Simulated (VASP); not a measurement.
# GePt (Pnma) in VASP: notebook

GePt is run at these levels: PBEsol; tasks: single point.

All numbers are computed with VASP 6.6.1; they aren't measurements. Logs are shortened: lines on timing, memory, paths and dates and some standing lists are left out, and cuts for length are marked.

### Step 1. The cell of the first run

Symmetry: Pnma, No. 62, orthorhombic system. Conventional cell: a = 5.741 Å, b = 3.700 Å, c = 6.092 Å, α = 90.00°, β = 90.00°, γ = 90.00°. Within 3.3 Å of Ge (site symmetry m) lie 6 Pt at 2.49 to 2.66 Å and 2 Ge at 3.01 Å. Within 3.3 Å of Pt (site symmetry m) lie 6 Ge at 2.49 to 2.66 Å and 4 Pt at 2.96 to 2.97 Å.

### Step 2. Single point, PBEsol

Contents of INCAR:

```
SYSTEM = GePt
PREC = Accurate ; ENCUT = 520
EDIFF = 1E-6 ; ISMEAR = -1
SIGMA = 0.05 ; LREAL = Auto
LASPH = .True. ; NELM = 100
ALGO = Normal ; ISIF = 2
LWAVE = .False. ; LCHARG = .False.
GGA = PS ; NBANDS = 110
```

Contents of KPOINTS:

```
Automatic mesh
0
Gamma
  4 4 4
  0.5 0.5 0.5
```

Contents of POSCAR:

```
GePt
1.0
    5.7406006238     -3.7003359940      0.0000000000
   -5.7406006238     -3.7003359940      0.0000000000
    0.0000000000      3.7003359940     -6.0924384592
Ge Pt
8 8
Direct
    0.2385682617      0.4234088379      0.4119770996
    0.7385682617      0.9234088379      0.4119770996
    0.2614317383      0.0765911621      0.5880229004
    0.7614317383      0.5765911621      0.5880229004
    0.6734088379      0.9885682617      0.9119770996
    0.1734088379      0.4885682617      0.9119770996
    0.8265911621      0.5114317383      0.0880229004
    0.3265911621      0.0114317383      0.0880229004
    0.5290420562      0.5297985825      0.8088406386
    0.0290420562      0.0297985825      0.8088406386
    0.9709579438      0.9702014175      0.1911593614
    0.4709579438      0.4702014175      0.1911593614
    0.2797985825      0.7790420562      0.3088406386
    0.7797985825      0.2790420562      0.3088406386
    0.2202014175      0.7209579438      0.6911593614
    0.7202014175      0.2209579438      0.6911593614
```

Potentials or basis: VASP PAW PBE potentials, release 64 (Ge_d, Pt).

Command:

```
$ cat potpaw_PBE.64/Ge_d/POTCAR potpaw_PBE.64/Pt/POTCAR > POTCAR
$ mpirun -np 1 vasp_std > vasp.out
```

OUTCAR:

```text
SYSTEM = GePt
   PREC = Accurate
   ENCUT = 520
   EDIFF = 1E-6
   ISMEAR = -1
   LREAL = Auto
   LASPH = .True.
   NELM = 100
   ISIF = 2
   GGA = PS

 ion  position               nearest neighbor table
   1  0.239  0.423  0.412-  15 2.49  12 2.52  11 2.52   9 2.64  14 2.66  13 2.66
   2  0.739  0.923  0.412-  16 2.49  11 2.52  12 2.52  10 2.64  13 2.66  14 2.66
   3  0.261  0.077  0.588-  13 2.49  10 2.52   9 2.52  11 2.64  16 2.66  15 2.66
   4  0.761  0.577  0.588-  14 2.49   9 2.52  10 2.52  12 2.64  15 2.66  16 2.66
   5  0.673  0.989  0.912-  11 2.49  16 2.52  15 2.52  14 2.64   9 2.66  10 2.66
   6  0.173  0.489  0.912-  12 2.49  15 2.52  16 2.52  13 2.64  10 2.66   9 2.66
   7  0.827  0.511  0.088-   9 2.49  14 2.52  13 2.52  16 2.64  11 2.66  12 2.66
   8  0.327  0.011  0.088-  10 2.49  13 2.52  14 2.52  15 2.64  12 2.66  11 2.66
   9  0.529  0.530  0.809-   7 2.49   4 2.52   3 2.52   1 2.64   5 2.66   6 2.66  15 2.96  16 2.96
                            11 2.97  12 2.97
  10  0.029  0.030  0.809-   8 2.49   3 2.52   4 2.52   2 2.64   6 2.66   5 2.66  15 2.96  16 2.96
                            12 2.97  11 2.97
  11  0.971  0.970  0.191-   5 2.49   2 2.52   1 2.52   3 2.64   7 2.66   8 2.66  13 2.96  14 2.96
                             9 2.97  10 2.97
  12  0.471  0.470  0.191-   6 2.49   1 2.52   2 2.52   4 2.64   8 2.66   7 2.66  13 2.96  14 2.96
                            10 2.97   9 2.97
  13  0.280  0.779  0.309-   3 2.49   8 2.52   7 2.52   6 2.64   2 2.66   1 2.66  11 2.96  12 2.96
                            16 2.97  15 2.97
  14  0.780  0.279  0.309-   4 2.49   7 2.52   8 2.52   5 2.64   1 2.66   2 2.66  11 2.96  12 2.96
                            15 2.97  16 2.97
  15  0.220  0.721  0.691-   1 2.49   6 2.52   5 2.52   8 2.64   4 2.66   3 2.66   9 2.96  10 2.96
                            14 2.97  13 2.97
  16  0.720  0.221  0.691-   2 2.49   5 2.52   6 2.52   7 2.64   3 2.66   4 2.66   9 2.96  10 2.96
                            13 2.97  14 2.97

  LATTYP: Found a face centered orthorhombic cell.
 ALAT       =     7.4006719880
 B/A-ratio  =     1.5513728032
 C/A-ratio  =     1.6464554757

  Lattice vectors:

 A1 = (  -5.7406006238,   0.0000000000,  -6.0924384592)
 A2 = (   0.0000000000,  -3.7003359940,  -6.0924384592)
 A3 = (  -5.7406006238,  -3.7003359940,   0.0000000000)

Analysis of symmetry for initial positions (statically):
=====================================================================
 Subroutine PRICEL returns following result:

  LATTYP: Found a simple orthorhombic cell.
 ALAT       =     3.7003359940
 B/A-ratio  =     1.5513728032
 C/A-ratio  =     1.6464554757

  Lattice vectors:

 A1 = (   0.0000000000,  -3.7003359940,   0.0000000000)
 A2 = (  -5.7406006238,   0.0000000000,   0.0000000000)
 A3 = (   0.0000000000,   0.0000000000,  -6.0924384592)

   2 primitive cells build up your supercell.

 Routine SETGRP: Setting up the symmetry group for a
 face centered orthorhombic supercell.

 Subroutine GETGRP returns: Found  8 space group operations
 (whereof  2 operations were pure point group operations)
 out of a pool of  8 trial point group operations.

The static configuration has the point symmetry S_2 .
 The point group associated with its full space group is D_2h.

Analysis of symmetry for dynamics (positions and initial velocities):
=====================================================================
 Subroutine PRICEL returns following result:

  LATTYP: Found a simple orthorhombic cell.
 ALAT       =     3.7003359940
 B/A-ratio  =     1.5513728032
 C/A-ratio  =     1.6464554757

  Lattice vectors:

 A1 = (   0.0000000000,  -3.7003359940,   0.0000000000)
 A2 = (  -5.7406006238,   0.0000000000,   0.0000000000)
 A3 = (   0.0000000000,   0.0000000000,  -6.0924384592)

   2 primitive cells build up your supercell.

 Routine SETGRP: Setting up the symmetry group for a
 face centered orthorhombic supercell.

 Subroutine GETGRP returns: Found  8 space group operations
 (whereof  2 operations were pure point group operations)
 out of a pool of  8 trial point group operations.

The dynamic configuration has the point symmetry S_2 .
 The point group associated with its full space group is D_2h.

 Subroutine INISYM returns: Found  8 space group operations
 (whereof  2 operations are pure point group operations),
 and found     2 'primitive' translations
[... 39 lines left out ...]

Automatic generation of k-mesh.
 Grid dimensions read from file:
 generate k-points for:    4    4    4

 Generating k-lattice:

  Cartesian coordinates                     Fractional coordinates (reciprocal lattice)
     0.021774725 -0.033780716 -0.020517236     0.250000000  0.000000000  0.000000000
    -0.021774725 -0.033780716 -0.020517236     0.000000000  0.250000000  0.000000000
     0.000000000  0.000000000 -0.041034473     0.000000000  0.000000000  0.250000000

  Length of vectors
     0.045124632  0.045124632  0.041034473

  Shift w.r.t. Gamma in fractional coordinates (k-lattice)
     0.500000000  0.500000000  0.500000000

 Subroutine IBZKPT returns following result:
 ===========================================

 Found     15 irreducible k-points:

 Following reciprocal coordinates:
            Coordinates               Weight
  0.125000  0.125000  0.125000      4.000000
  0.375000  0.125000  0.125000      8.000000
 -0.375000  0.125000  0.125000      4.000000
 -0.125000  0.125000  0.125000      4.000000
  0.375000  0.375000  0.125000      2.000000
 -0.375000  0.375000  0.125000      4.000000
 -0.125000  0.375000  0.125000      8.000000
 -0.375000 -0.375000  0.125000      4.000000
 -0.125000 -0.375000  0.125000      8.000000
 -0.125000 -0.125000  0.125000      2.000000
  0.125000  0.125000  0.375000      2.000000
 -0.125000  0.125000  0.375000      4.000000
 -0.375000  0.375000  0.375000      4.000000
 -0.125000  0.375000  0.375000      4.000000
 -0.375000 -0.375000  0.375000      2.000000
   k-points           NKPTS =     15   k-points in BZ     NKDIM =     15   number of bands    NBANDS=    110
   number of dos      NEDOS =    301   number of ions     NIONS =     16
   total plane-waves  NPLWV = 157464
   dimension x,y,z NGX =    54 NGY =   54 NGZ =   54
   dimension x,y,z NGXF=   108 NGYF=  108 NGZF=  108
   ions per type =               8   8
   NGX,Y,Z   is equivalent  to a cutoff of  13.14, 13.14, 12.59 a.u.
   NGXF,Y,Z  is equivalent  to a cutoff of  26.29, 26.29, 25.19 a.u.
 SYSTEM =  GePt
   PREC   = accura    normal or accurate (medium, high low for compatibility)
   ISTART =      0    job   : 0-new  1-cont  2-samecut
   ICHARG =      2    charge: 1-file 2-atom 10-const
   ISPIN  =      1    spin polarized calculation?
   LNONCOLLINEAR =      F non collinear calculations
   LSORBIT =      F    spin-orbit coupling
   LASPH  =      T    aspherical Exc in radial PAW
   ENCUT  =  520.0 eV  38.22 Ry    6.18 a.u.  12.70 12.70 13.25*2*pi/ulx,y,z
   NELM   =    100;   NELMIN=  2; NELMDL= -5     # of ELM steps
   EDIFF  = 0.1E-05   stopping-criterion for ELM
   LREAL  =      T    real-space projection
   EDIFFG = 0.1E-04   stopping-criterion for IOM
   NSW    =      0    number of steps for IOM
   IBRION =     -1    ionic relax: 0-MD 1-quasi-New 2-CG
   NFREE  =      0    steps in history (QN), initial steepest desc. (CG)
   ISIF   =      2    stress and relaxation
   ISYM   =      2    0-nonsym 1-usesym 2-fastsym
   POTIM  = 0.5000    time-step for ionic-motion
   TEBEG  =    0.0;   TEEND  =   0.0 temperature during run
   PSTRESS=    0.0 pullay stress
   NELECT =     192.0000    total number of electrons
   NUPDOWN=      -1.0000    fix difference up-down
   EMIN   =  10.00;   EMAX   =-10.00  energy-range for DOS
   EFERMI =   0.00;   METHOD = LEGACY
   ISMEAR =    -1;   SIGMA  =   0.05  broadening in eV -4-tet -1-fermi 0-gaus
   EFERMI_NEDOS =   21; number of points for ismear=-14 and -15
   IALGO  =     38    algorithm
   IMIX   =      4    mixing-type and parameters
     AMIX     =   0.40;   BMIX     =  1.00
     AMIX_MAG =   1.60;   BMIX_MAG =  1.00
  volume/ion in A,a.u.               =      16.18       109.17
  Fermi-wavevector in a.u.,A,eV,Ry     =   1.481956  2.800491 29.881035  2.196194
  Thomas-Fermi vector in A             =   2.595802
   LORBIT       =      0    0 simple, 1 ext, 2 COOP (PROOUT), +10 PAW based schemes
   GGA     = PS    functional components
   LHFCALC =     F    Hartree Fock is set to
   AEXX    =    0.0000 exact exchange contribution
   IVDW    =     0    specifies the selected vdW correction
   LEPSILON=     F    determine dielectric tensor
   LRPA    =     F    only Hartree local field effects (RPA)
 non-spin polarized calculation
  energy-cutoff  :      520.00
  volume of cell :      258.83
 maximum number of plane-waves:      6995
 NGX is ok and might be reduce to    54
   NGX = 25   NGY = 25   NGZ = 27

 number of electron     192.0000003 magnetization

 Free energy of the ion-electron system (eV)
  ---------------------------------------------------
  ext. energy  EPLUGINS =         0.00000000
  ---------------------------------------------------
  free energy    TOTEN  =      -103.30958294 eV

  energy without entropy =     -103.28003007  energy(sigma->0) =     -103.29480650

 E-fermi :   9.5923     XC(G=0): -12.6071

 val. band max:        9.5452689369   @ k =  -0.3750   0.3750   0.3750
 cond. band min:       9.6653040931   @ k =  -0.1250   0.3750   0.1250
 fundamental gap:      0.1200351562
 Fermi energy:         9.5922506554

 k-point     1 :       0.1250    0.1250    0.1250
  band No.  band energies     occupation
      1     -15.5061      2.00000
      2     -15.5006      2.00000
      3     -15.4988      2.00000
      4     -15.4988      2.00000
      5     -15.4928      2.00000
      6     -15.4902      2.00000
[... 1654 lines left out ...]
    107      12.8835      0.00000
    108      12.8881      0.00000
 [bands above 108 left out]

------------------------ aborting loop because EDIFF is reached ----------------------------------------

  FORCE on cell =-STRESS in cart. coord.  units (eV):
  Direction    XX          YY          ZZ          XY          YZ          ZX
  --------------------------------------------------------------------------------------
  -------------------------------------------------------------------------------------
  Total       -0.2191895      0.0549396      0.1343873      0.0000000      0.0000000      0.0000000
  in kB       -1.3567838      0.3400765      0.8318579      0.0000000      0.0000000      0.0000000
  external PRESSURE =      -0.0616164 kB  Pullay stress =       0.0000000 kB

 VOLUME and BASIS-vectors are now :
 -----------------------------------------------------------------------------
  energy-cutoff  :      520.00
  volume of cell :      258.83
      direct lattice vectors                 reciprocal lattice vectors
     5.740600624 -3.700335994  0.000000000     0.087098900 -0.135122865 -0.082068946
    -5.740600624 -3.700335994  0.000000000    -0.087098900 -0.135122865 -0.082068946
     0.000000000  3.700335994 -6.092438459     0.000000000  0.000000000 -0.164137891

 POSITION                                       TOTAL-FORCE (eV/Angst)
 -----------------------------------------------------------------------------------
     -1.06110     -0.92508     -2.50995        -0.009572     -0.000000      0.004357
     -1.06110     -4.62542     -2.50995        -0.009572     -0.000000      0.004357
      1.06110      0.92508     -3.58249         0.009572      0.000000     -0.004357
      1.06110     -2.77525     -3.58249         0.009572      0.000000     -0.004357
     -1.80920     -2.77525     -5.55616         0.009572     -0.000000      0.004357
     -1.80920      0.92508     -5.55616         0.009572     -0.000000      0.004357
[... 8 lines left out ...]
     -2.87464     -0.92508     -4.21085         0.029446      0.000000     -0.004755
      2.86596     -0.92508     -4.21085         0.029446      0.000000     -0.004755
 -----------------------------------------------------------------------------------
    total drift:                               -0.000000     -0.000000      0.000000

  FREE ENERGIE OF THE ION-ELECTRON SYSTEM (eV)
  ---------------------------------------------------
  free  energy   TOTEN  =      -103.3095829368 eV

  energy  without entropy=     -103.2800300673  energy(sigma->0) =     -103.29480650
```

Wall time 9.3 min (1 thread of Intel Xeon 6975P-C (Granite Rapids), shared host); peak memory 0.55 GiB.

Results:

```
Free energy            : -103.3096 eV
Pressure               : 0.0 GPa
Largest force          : 0.030 eV/Å
Band gap on the k mesh : zero (bands 96 and 97 overlap by 0.68 eV)
```

Forces on the atoms (eV/Å):
```
Ge  -0.010  0.000  0.004
Ge  -0.010  0.000  0.004
Ge   0.010  0.000 -0.004
Ge   0.010  0.000 -0.004
Ge   0.010  0.000  0.004
Ge   0.010  0.000  0.004
Ge  -0.010  0.000 -0.004
Ge  -0.010  0.000 -0.004
Pt   0.029  0.000  0.005
Pt   0.029  0.000  0.005
Pt  -0.029  0.000 -0.005
Pt  -0.029  0.000 -0.005
Pt  -0.029  0.000  0.005
Pt  -0.029  0.000  0.005
Pt   0.029  0.000 -0.005
Pt   0.029  0.000 -0.005
```

Caveat: the PAW data sets were made with another functional, which shifts forces and pressure a little; spin-orbit coupling is left out, which moves the levels of the heavy elements.

### Step 3. Single point, PBEsol

Contents of INCAR:

```
PREC     = Accurate       # precision mode
ENCUT    = 520            # plane-wave cutoff, eV
EDIFF    = 1E-7           # SCF threshold, eV
ISMEAR   = -1             # smearing method
SIGMA    = 0.0948         # smearing width, eV
LREAL    = Auto         
LASPH    = True           # aspherical terms in the spheres
NELM     = 60             # most SCF steps
ALGO     = Normal         # electronic algorithm
ISIF     = 2              # what is computed and relaxed
LWAVE    = False          # write WAVECAR
LCHARG   = False          # write CHGCAR
GGA      = PS             # functional
NBANDS   = 110            # bands
```

KPOINTS is that of step 2.

POSCAR is that of step 2.

Potentials or basis: VASP PAW PBE potentials, release 64 (Ge_d, Pt).

Command:

```
$ cat potpaw_PBE.64/Ge_d/POTCAR potpaw_PBE.64/Pt/POTCAR > POTCAR
$ mpirun -np 1 vasp_std > vasp.out
```

It took 10 min on 1 thread of Intel Xeon 6975P-C (Granite Rapids), shared host; peak memory 0.56 GiB.

The run converged. Its results:

```yaml
Free_energy: -103.3501 eV
Pressure: 0.1 GPa
Largest_force: 0.026 eV/Å
Band_gap_on_the_k_mesh: zero (bands 96 and 97 overlap by 0.68 eV)
```

Forces on the atoms (eV/Å):
```
Ge  -0.009  0.000  0.006
Ge  -0.009  0.000  0.006
Ge   0.009  0.000 -0.006
Ge   0.009  0.000 -0.006
Ge   0.009  0.000  0.006
Ge   0.009  0.000  0.006
Ge  -0.009  0.000 -0.006
Ge  -0.009  0.000 -0.006
Pt   0.024  0.000  0.009
Pt   0.024  0.000  0.009
Pt  -0.024  0.000 -0.009
Pt  -0.024  0.000 -0.009
Pt  -0.024  0.000  0.009
Pt  -0.024  0.000  0.009
Pt   0.024  0.000 -0.009
Pt   0.024  0.000 -0.009
```

Stress tensor (GPa, compression positive):
```
-0.06  0.00  0.00
 0.00  0.15  0.00
 0.00  0.00  0.09
```

Levels at points of the mesh, in eV from the Fermi level:
| k point | band 93 | band 94 | band 95 | band 96 | band 97 | band 98 | band 99 | band 100 |
| --- | --- | --- | --- | --- | --- | --- | --- | --- |
| (0.12, 0.12, 0.12) | -1.40 | -1.40 | -1.18 | -0.63 | 0.62 | 0.62 | 0.96 | 1.43 |

Caveat: the PAW data sets were made with another functional, which shifts forces and pressure a little; spin-orbit coupling is left out, which moves the levels of the heavy elements.
